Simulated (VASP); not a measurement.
# B2TeC (P4/mmm) in VASP: notebook

B2TeC is run at these levels: PBE; tasks: single point, relaxation of cell and atoms.

All numbers are computed with VASP 6.6.1; they aren't measurements. Logs are shortened: lines on timing, memory, paths and dates and some standing lists are left out, and cuts for length are marked.

### 1 The cell of the first run

Symmetry: P4/mmm, No. 123, tetragonal system. The conventional cell has a = 4.576 Å, b = 4.576 Å, c = 4.230 Å, α = 90.00°, β = 90.00°, γ = 90.00°. Within 3.0 Å of B (site symmetry mmm) lie 2 Te at 2.29 Å. Within 2.8 Å of Te (site symmetry 4/mmm) lie 2 C at 2.12 Å and 4 B at 2.29 Å. C (site symmetry 4/mmm) has 2 Te at 2.12 Å within 2.8 Å.

### 2 Single point, PBE

The input, INCAR:

```
SYSTEM = B2TeC
  ALGO = Normal
  EDIFF = 1E-7
  ENCUT = 520
  GGA = PE
  ISIF = 2
  ISMEAR = 0
  LASPH = .True.
  LCHARG = .False.
  LREAL = .False.
  LWAVE = .False.
  NBANDS = 16
  NELM = 100
  PREC = Accurate
  SIGMA = 0.1
```

The input, KPOINTS:

```
k-points
0
Gamma
  10 10 12
  0 0 0
```

The input, POSCAR:

```
B2TeC
1.0
    4.5757926361      0.0000000000      0.0000000000
    0.0000000000      4.5757926361      0.0000000000
    0.0000000000      0.0000000000      4.2300532551
B Te C
2 1 1
Direct
    0.0000000000      0.5000000000      0.5000000000
    0.5000000000      0.0000000000      0.5000000000
    0.0000000000      0.0000000000      0.5000000000
    0.0000000000      0.0000000000      0.0000000000
```

Potentials or basis: VASP PAW PBE potentials, release 64 (B, Te, C).

Launch:

```
$ cat potpaw_PBE.64/B/POTCAR potpaw_PBE.64/Te/POTCAR potpaw_PBE.64/C/POTCAR > POTCAR
$ mpirun -np 1 vasp_std > vasp.out
```

OUTCAR:

```text
SYSTEM = B2TeC
   EDIFF = 1E-7
   ENCUT = 520
   GGA = PE
   ISIF = 2
   ISMEAR = 0
   LASPH = .True.
   LREAL = .False.
   NELM = 100
   PREC = Accurate

 ion  position               nearest neighbor table
   1  0.000  0.500  0.500-   3 2.29   3 2.29
   2  0.500  0.000  0.500-   3 2.29   3 2.29
   3  0.000  0.000  0.500-   4 2.12   4 2.12   1 2.29   2 2.29   1 2.29   2 2.29
   4  0.000  0.000  0.000-   3 2.12   3 2.12

  LATTYP: Found a simple tetragonal cell.
 ALAT       =     4.5757926361
 C/A-ratio  =     0.9244416414

  Lattice vectors:

 A1 = (   4.5757926361,   0.0000000000,   0.0000000000)
 A2 = (   0.0000000000,   4.5757926361,   0.0000000000)
 A3 = (   0.0000000000,   0.0000000000,   4.2300532551)

Analysis of symmetry for initial positions (statically):
=====================================================================
 Subroutine PRICEL returns:
 Original cell was already a primitive cell.

 Routine SETGRP: Setting up the symmetry group for a
 simple tetragonal supercell.

 Subroutine GETGRP returns: Found 16 space group operations
 (whereof 16 operations were pure point group operations)
 out of a pool of 16 trial point group operations.

The static configuration has the point symmetry D_4h.

Analysis of symmetry for dynamics (positions and initial velocities):
=====================================================================
 Subroutine PRICEL returns:
 Original cell was already a primitive cell.

 Routine SETGRP: Setting up the symmetry group for a
 simple tetragonal supercell.

 Subroutine GETGRP returns: Found 16 space group operations
 (whereof 16 operations were pure point group operations)
 out of a pool of 16 trial point group operations.

The dynamic configuration has the point symmetry D_4h.

 Subroutine INISYM returns: Found 16 space group operations
 (whereof 16 operations are pure point group operations),
 and found     1 'primitive' translations

----------------------------------------------------------------------------------------

                                     Primitive cell

  volume of cell :      88.5683

  direct lattice vectors                    reciprocal lattice vectors
     4.575792636  0.000000000  0.000000000     0.218541372  0.000000000  0.000000000
     0.000000000  4.575792636  0.000000000     0.000000000  0.218541372  0.000000000
     0.000000000  0.000000000  4.230053255     0.000000000  0.000000000  0.236403643

  length of vectors
     4.575792636  4.575792636  4.230053255     0.218541372  0.218541372  0.236403643

  position of ions in fractional coordinates (direct lattice)
     0.000000000  0.500000000  0.500000000
     0.500000000  0.000000000  0.500000000
     0.000000000  0.000000000  0.500000000
     0.000000000  0.000000000  0.000000000

  ion indices of the primitive-cell ions
   primitive index   ion index
                 1           1
                 2           2
                 3           3
                 4           4

----------------------------------------------------------------------------------------

 KPOINTS: k-points

Automatic generation of k-mesh.
 Grid dimensions read from file:
 generate k-points for:   10   10   12

 Generating k-lattice:

  Cartesian coordinates                     Fractional coordinates (reciprocal lattice)
     0.021854137  0.000000000  0.000000000     0.100000000  0.000000000  0.000000000
     0.000000000  0.021854137  0.000000000     0.000000000  0.100000000  0.000000000
     0.000000000  0.000000000  0.019700304     0.000000000  0.000000000  0.083333333

  Length of vectors
     0.021854137  0.021854137  0.019700304

  Shift w.r.t. Gamma in fractional coordinates (k-lattice)
     0.000000000  0.000000000  0.000000000

 Subroutine IBZKPT returns following result:
 ===========================================

 Found    147 irreducible k-points:

 Following reciprocal coordinates:
            Coordinates               Weight
  0.000000  0.000000  0.000000      1.000000
  0.100000  0.000000  0.000000      4.000000
  0.200000  0.000000  0.000000      4.000000
  0.300000  0.000000  0.000000      4.000000
  0.400000  0.000000  0.000000      4.000000
  0.500000  0.000000  0.000000      2.000000
[... 16 lines left out ...]
  0.100000  0.000000  0.083333      8.000000
  0.200000  0.000000  0.083333      8.000000
 [... further k-points ...]
   k-points           NKPTS =    147   k-points in BZ     NKDIM =    147   number of bands    NBANDS=     16
   number of dos      NEDOS =    301   number of ions     NIONS =      4
   total plane-waves  NPLWV =  41472
   dimension x,y,z NGX =    36 NGY =   36 NGZ =   32
   dimension x,y,z NGXF=    72 NGYF=   72 NGZF=   64
   ions per type =               2   1   1
   NGX,Y,Z   is equivalent  to a cutoff of  13.08, 13.08, 12.58 a.u.
   NGXF,Y,Z  is equivalent  to a cutoff of  26.16, 26.16, 25.15 a.u.
 SYSTEM =  B2TeC
   PREC   = accura    normal or accurate (medium, high low for compatibility)
   ISTART =      0    job   : 0-new  1-cont  2-samecut
   ICHARG =      2    charge: 1-file 2-atom 10-const
   ISPIN  =      1    spin polarized calculation?
   LNONCOLLINEAR =      F non collinear calculations
   LSORBIT =      F    spin-orbit coupling
   LASPH  =      T    aspherical Exc in radial PAW
   ENCUT  =  520.0 eV  38.22 Ry    6.18 a.u.   8.51  8.51  7.87*2*pi/ulx,y,z
   NELM   =    100;   NELMIN=  2; NELMDL= -5     # of ELM steps
   EDIFF  = 0.1E-06   stopping-criterion for ELM
   LREAL  =      F    real-space projection
   EDIFFG = 0.1E-05   stopping-criterion for IOM
   NSW    =      0    number of steps for IOM
   IBRION =     -1    ionic relax: 0-MD 1-quasi-New 2-CG
   NFREE  =      0    steps in history (QN), initial steepest desc. (CG)
   ISIF   =      2    stress and relaxation
   ISYM   =      2    0-nonsym 1-usesym 2-fastsym
   POTIM  = 0.5000    time-step for ionic-motion
   TEBEG  =    0.0;   TEEND  =   0.0 temperature during run
   PSTRESS=    0.0 pullay stress
   NELECT =      16.0000    total number of electrons
   NUPDOWN=      -1.0000    fix difference up-down
   EMIN   =  10.00;   EMAX   =-10.00  energy-range for DOS
   EFERMI =   0.00;   METHOD = LEGACY
   ISMEAR =     0;   SIGMA  =   0.10  broadening in eV -4-tet -1-fermi 0-gaus
   EFERMI_NEDOS =   21; number of points for ismear=-14 and -15
   IALGO  =     38    algorithm
   IMIX   =      4    mixing-type and parameters
     AMIX     =   0.40;   BMIX     =  1.00
     AMIX_MAG =   1.60;   BMIX_MAG =  1.00
  volume/ion in A,a.u.               =      22.14       149.42
  Fermi-wavevector in a.u.,A,eV,Ry     =   0.925455  1.748856 11.652941  0.856467
  Thomas-Fermi vector in A             =   2.051311
   LORBIT       =      0    0 simple, 1 ext, 2 COOP (PROOUT), +10 PAW based schemes
   GGA     = PE    functional components
   LHFCALC =     F    Hartree Fock is set to
   AEXX    =    0.0000 exact exchange contribution
   IVDW    =     0    specifies the selected vdW correction
   LEPSILON=     F    determine dielectric tensor
   LRPA    =     F    only Hartree local field effects (RPA)
 non-spin polarized calculation
 Gauss-broadening in eV      SIGMA  =   0.10
  energy-cutoff  :      520.00
  volume of cell :       88.57
 maximum number of plane-waves:      2402
 NGX is ok and might be reduce to    36
   NGX = 17   NGY = 17   NGZ = 15

 number of electron      16.0000001 magnetization

 Free energy of the ion-electron system (eV)
  ---------------------------------------------------
  ext. energy  EPLUGINS =         0.00000000
  ---------------------------------------------------
  free energy    TOTEN  =       -12.67146619 eV

  energy without entropy =      -12.65767987  energy(sigma->0) =      -12.66457303

 E-fermi :   2.2230     XC(G=0):  -8.1021

 val. band max:        2.1999833449   @ k =   0.3000   0.3000   0.0000
 cond. band min:       2.2258873845   @ k =   0.5000   0.2000   0.4167
 fundamental gap:      0.0259040396
 Fermi energy:         2.2229680910

 k-point     1 :       0.0000    0.0000    0.0000
  band No.  band energies     occupation
      1     -12.5308      2.00000
      2      -4.7516      2.00000
      3      -4.2956      2.00000
      4      -3.7861      2.00000
      5      -3.7861      2.00000
      6      -2.3775      2.00000
[... 8 lines left out ...]
     15       9.4796      0.00000
     16      10.2907      0.00000

 k-point     2 :       0.1000    0.0000    0.0000
  band No.  band energies     occupation
      1     -12.5139      2.00000
      2      -4.8220      2.00000
      3      -4.2822      2.00000
      4      -4.0949      2.00000
      5      -3.7666      2.00000
      6      -2.0606      2.00000
[... 8 lines left out ...]
     15       9.7201      0.00000
     16      10.3206      0.00000

 k-point     3 :       0.2000    0.0000    0.0000
  band No.  band energies     occupation
      1     -12.4685      2.00000
      2      -5.1551      2.00000
      3      -4.3927      2.00000
      4      -4.2466      2.00000
      5      -3.7144      2.00000
      6      -1.6440      2.00000
[... 8 lines left out ...]
     15      10.3392      0.00000
     16      10.4029      0.00000

 k-point     4 :       0.3000    0.0000    0.0000
  band No.  band energies     occupation
      1     -12.4100      2.00000
      2      -5.6264      2.00000
      3      -4.4601      2.00000
      4      -4.2015      2.00000
      5      -3.6472      2.00000
      6      -1.3930      2.00000
[... 8 lines left out ...]
     15      10.5138      0.00000
     16      10.5627      0.00000
[... 324 lines left out ...]
 k-point    22 :       0.0000    0.0000    0.0833
  band No.  band energies     occupation
      1     -12.4916      2.00000
      2      -5.5665      2.00000
      3      -3.7607      2.00000
      4      -3.7607      2.00000
      5      -3.5039      2.00000
      6      -2.3648      2.00000
[... 8 lines left out ...]
     15       9.5079      0.00000
     16      10.4106      0.00000

 k-point    23 :       0.1000    0.0000    0.0833
  band No.  band energies     occupation
      1     -12.4746      2.00000
      2      -5.5640      2.00000
      3      -4.2279      2.00000
      4      -3.7411      2.00000
      5      -3.4007      2.00000
      6      -2.0344      2.00000
[... 8 lines left out ...]
     15       9.7427      0.00000
     16      10.4467      0.00000

 k-point    24 :       0.2000    0.0000    0.0833
  band No.  band energies     occupation
      1     -12.4290      2.00000
      2      -5.5720      2.00000
      3      -4.8728      2.00000
      4      -3.6888      2.00000
      5      -3.3452      2.00000
      6      -1.5754      2.00000
[... 8 lines left out ...]
     15      10.3022      0.00000
     16      10.5911      0.00000

 [... further k-points ...]

------------------------ aborting loop because EDIFF is reached ----------------------------------------

  FORCE on cell =-STRESS in cart. coord.  units (eV):
  Direction    XX          YY          ZZ          XY          YZ          ZX
  --------------------------------------------------------------------------------------
  -------------------------------------------------------------------------------------
  Total        0.0811918      0.0811918      0.1612335      0.0000000      0.0000000      0.0000000
  in kB        1.4687373      1.4687373      2.9166711      0.0000000      0.0000000      0.0000000
  external PRESSURE =       1.9513819 kB  Pullay stress =       0.0000000 kB

 VOLUME and BASIS-vectors are now :
 -----------------------------------------------------------------------------
  energy-cutoff  :      520.00
  volume of cell :       88.57
      direct lattice vectors                 reciprocal lattice vectors
     4.575792636  0.000000000  0.000000000     0.218541372  0.000000000  0.000000000
     0.000000000  4.575792636  0.000000000     0.000000000  0.218541372  0.000000000
     0.000000000  0.000000000  4.230053255     0.000000000  0.000000000  0.236403643

 POSITION                                       TOTAL-FORCE (eV/Angst)
 -----------------------------------------------------------------------------------
      0.00000      2.28790      2.11503         0.000000      0.000000      0.000000
      2.28790      0.00000      2.11503         0.000000      0.000000      0.000000
      0.00000      0.00000      2.11503         0.000000      0.000000      0.000000
      0.00000      0.00000      0.00000         0.000000      0.000000      0.000000
 -----------------------------------------------------------------------------------
    total drift:                                0.000000      0.000000      0.000000

  FREE ENERGIE OF THE ION-ELECTRON SYSTEM (eV)
  ---------------------------------------------------
  free  energy   TOTEN  =       -12.6714661946 eV

  energy  without entropy=      -12.6576798689  energy(sigma->0) =      -12.66457303
```

It took 2.2 min on 1 thread of Intel Xeon Platinum 8259CL at 2.50GHz (Skylake/Cascade Lake), shared host; peak memory 0.34 GiB.

What came out:

| Property | Result |
| --- | --- |
| Free energy | -12.6715 eV |
| Pressure | 0.2 GPa |
| Band gap on the k mesh | zero (band 8 reaches 3.04 eV, above the bottom of band 9 at 1.49 eV) |

Stress tensor (GPa, compression positive):
```
0.15 0.00 0.00
0.00 0.15 0.00
0.00 0.00 0.29
```

Levels at points of the mesh, in eV from the Fermi level:
| k point | band 6 | band 7 | band 8 | band 9 | band 10 | band 11 |
| --- | --- | --- | --- | --- | --- | --- |
| (0.00, 0.00, 0.00) | -4.60 | -2.22 | 0.82 | 0.82 | 1.55 | 1.72 |
| (0.50, 0.00, 0.00) | -3.44 | 0.06 | 0.47 | 0.85 | 0.88 | 0.89 |
| (0.50, 0.50, 0.00) | -1.85 | 0.12 | 0.12 | 0.86 | 0.99 | 0.99 |
| (0.00, 0.00, 0.50) | -3.56 | -0.56 | -0.56 | -0.18 | 1.07 | 1.83 |
| (0.50, 0.00, 0.50) | -2.23 | -0.49 | 0.29 | 0.47 | 0.66 | 1.00 |
| (0.50, 0.50, 0.50) | -2.08 | -1.55 | 0.09 | 0.93 | 2.88 | 2.88 |

Caveat: spin-orbit coupling is left out, which moves the levels of the heavy elements.

### 3 Relaxation of cell and atoms, PBE

This run uses another cell than the first one, of 21.99 Å³/atom, 0.993 times its volume.

The input, INCAR:

```
ALGO = Normal
EDIFF = 1E-7
EDIFFG = -0.01
ENCUT = 600
GGA = PE
IBRION = 2
ISIF = 3
ISMEAR = 0
LASPH = T
LCHARG = F
LREAL = F
LWAVE = F
NELM = 100
NSW = 100
PREC = Accurate
SIGMA = 0.1
```

The input, KPOINTS:

```
k-points
0
Gamma
  10 10 12
```

The input, POSCAR:

```
B2TeC
1.0
    4.5726141741      0.0000000000      0.0000000000
    0.0000000000      4.5726141741      0.0000000000
    0.0000000000      0.0000000000      4.2074597417
B Te C
2 1 1
Direct
    0.0000000000      0.5000000000      0.5000000000
    0.5000000000      0.0000000000      0.5000000000
    0.0000000000      0.0000000000      0.5000000000
    0.0000000000      0.0000000000      0.0000000000
```

Potentials or basis: VASP PAW PBE potentials, release 64 (B, Te, C).

Launch:

```
$ cat potpaw_PBE.64/B/POTCAR potpaw_PBE.64/Te/POTCAR potpaw_PBE.64/C/POTCAR > POTCAR
$ mpirun -np 1 vasp_std > vasp.out
```

It took 5.4 min on 1 thread of Intel Xeon Platinum 8259CL at 2.50GHz (Skylake/Cascade Lake), shared host; peak memory 0.41 GiB.

It converged, with:

```yaml
Free_energy: -12.6725 eV
Relaxed_volume: 22.20 Å³/atom
Relaxed_cell: a = 4.579 Å, b = 4.579 Å, c = 4.236 Å, α = 90.00°, β = 90.00°, γ = 90.00°
Space_group_after_relaxing_to_0.05_Å: P4/mmm (No. 123)
Energy_gained_by_relaxing: 0.6 meV/atom
Ionic_steps: 3
Pressure_after_relaxing: 0.0 GPa
Band_gap_on_the_k_mesh: zero (band 8 reaches 3.02 eV, above the bottom of band 9 at 1.47 eV)
```

Step by step:
| step | energy change (eV) | largest force (eV/Å) | pressure (GPa) | volume (Å³) |
| --- | --- | --- | --- | --- |
| 1 | 0.0000 | 0.0000 | 0.59 | 87.97 |
| 2 | -0.0024 | 0.0000 | -0.09 | 89.01 |
| 3 | -0.0025 | 0.0000 | 0.03 | 88.82 |

Final structure:
```xyz
4
Lattice="4.5788 0.0000 0.0000 0.0000 4.5788 0.0000 0.0000 0.0000 4.2364" Properties=species:S:1:pos:R:3 pbc="T T T"
B     0.0000    2.2894    2.1182
B     2.2894    0.0000    2.1182
Te    0.0000    0.0000    2.1182
C     0.0000    0.0000    0.0000
```

Levels at points of the mesh, in eV from the Fermi level:
```
           k point  band 6  band 7  band 8  band 9  band 10  band 11
(0.00, 0.00, 0.00)   -4.60   -2.23    0.82    0.82     1.54     1.72
(0.50, 0.00, 0.00)   -3.45    0.06    0.47    0.85     0.88     0.88
(0.50, 0.50, 0.00)   -1.85    0.12    0.12    0.85     0.99     0.99
(0.00, 0.00, 0.50)   -3.56   -0.56   -0.56   -0.18     1.07     1.83
(0.50, 0.00, 0.50)   -2.22   -0.48    0.29    0.46     0.66     1.00
(0.50, 0.50, 0.50)   -2.06   -1.54    0.09    0.93     2.87     2.87
```

Caveat: spin-orbit coupling is left out, which moves the levels of the heavy elements.

### 4 Single point, PBE

This run uses another cell than the first one, of 15.91 Å³/atom, 0.719 times its volume.

The input, INCAR:

```
  PREC = Accurate
  ENCUT = 520
  EDIFF = 1E-7
  ISMEAR = 0
  SIGMA = 0.1
  LREAL = F
  LASPH = T
  NELM = 80
  ALGO = Normal
  ISIF = 2
  LWAVE = F
  LCHARG = T
  GGA = PE
  LELF = T
  LVHAR = T
  NBANDS = 16
```

The input, KPOINTS:

```
Automatic mesh
0
Gamma
  4 4 6
```

The input, POSCAR:

```
B2TeC
1.0
    4.3816366400      0.0000000000      0.0000000000
    0.0000000000      4.3816366400      0.0000000000
    0.0000000000      0.0000000000      3.3153268300
B Te C
2 1 1
Direct
    0.0000000000      0.5000000000      0.5000000000
    0.5000000000      0.0000000000      0.5000000000
    0.0000000000      0.0000000000      0.5000000000
    0.0000000000      0.0000000000      0.0000000000
```

Launch:

```
$ cat potpaw_PBE.64/B/POTCAR potpaw_PBE.64/Te/POTCAR potpaw_PBE.64/C/POTCAR > POTCAR
$ mpirun -np 1 vasp_std > vasp.out
```

Wall time 56 s (1 thread of AMD EPYC 7R13, shared host); peak memory 0.16 GiB.

Results (log left out):

```yaml
Free_energy: -6.9531 eV
Pressure: 60.0 GPa
Band_gap_on_the_k_mesh: zero (band 8 reaches 5.95 eV, above the bottom of band 9 at 4.02 eV)
```

Stress tensor (GPa, compression positive):
```
 18.15   0.00   0.00
  0.00  18.15   0.00
  0.00   0.00 143.77
```

Levels at points of the mesh, in eV from the Fermi level:
```csv
k point,band 4,band 5,band 6,band 7,band 8,band 9,band 10,band 11,band 12,band 13
"(0.00, 0.00, 0.00)",-7.90,-5.86,-4.93,0.60,0.76,0.76,1.80,1.80,2.37,3.15
"(0.50, 0.00, 0.00)",-7.70,-5.34,-1.81,-0.83,0.06,0.57,1.09,2.15,2.78,4.49
"(0.50, 0.50, 0.00)",-8.61,-2.99,-2.66,-0.72,-0.72,0.77,2.23,2.23,3.81,6.07
"(0.00, 0.00, 0.50)",-6.01,-3.86,-3.61,-2.28,-2.28,-0.86,0.06,2.17,2.17,7.75
"(0.50, 0.00, 0.50)",-5.75,-4.06,-3.61,-2.21,-0.27,0.88,1.09,1.37,2.75,5.34
"(0.50, 0.50, 0.50)",-7.98,-3.92,-3.92,-1.57,1.07,1.20,2.86,2.86,4.16,5.00
```

Caveat: spin-orbit coupling is left out, which moves the levels of the heavy elements.

### 5 Summary

```csv
task,cell,k mesh,cutoff (eV),gap on the mesh (eV),pressure (GPa)
single point,"a = 4.576, b = 4.576, c = 4.230 Å, 4 atoms",10 × 10 × 12,520,none,0.2
relaxation of cell and atoms,"relaxed from a = 4.573, b = 4.573, c = 4.207 Å, 4 atoms",10 × 10 × 12,600,none,0.0
single point,"a = 4.382, b = 4.382, c = 3.315 Å, 4 atoms",4 × 4 × 6,520,none,60.0
```

Alike in all rows: level PBE; potentials or basis VASP PAW PBE potentials, release 64 (B, Te, C); no spin polarisation; smearing gaussian 0.1 eV.

Caveats: spin-orbit coupling is left out, which moves the levels of the heavy elements.

Absolute energies hang on the potentials; compare differences alone.
